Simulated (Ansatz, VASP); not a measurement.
**Ru: VASP beside Ansatz**

```xyz
2
Lattice="2.7060 0.0000 0.0000 1.3530 2.3435 0.0000 0.0000 0.0000 4.2820" Properties=species:S:1:pos:R:3 pbc="T T T"
Ru    0.0000    0.0000    0.4282
Ru    1.3530    0.7812    2.5692
```

Alike in both runs: task relaxation of cell and atoms; functional RPBE; k mesh 24 × 24 × 14; occupations gaussian, width 0.1 eV; no spin polarisation.

|  | VASP | Ansatz |
| --- | --- | --- |
| version | VASP 6.6.1 | Ansatz 0.2.0 |
| potentials or method | VASP PAW PBE potentials, release 64 (Ru_pv) | scalar-relativistic, plane waves, PAW |
| plane-wave cutoff (eV) | 600 | 420 |
| valence electrons in the cell | 28 | 32 |

|  | VASP | Ansatz | Ansatz less VASP |
| --- | --- | --- | --- |
| relaxed volume (Å³/atom) | 13.96 | 13.97 | +0.008 |
| relaxed length of the cell vector where the two differ most in proportion (Å) | 2.734 | 2.735 | +0.0007 |

VASP's potentials were made for PBE, not for RPBE. VASP's potentials hold 28 valence electrons a cell and Ansatz's 32, so a difference there can come from the potentials and not from the codes.
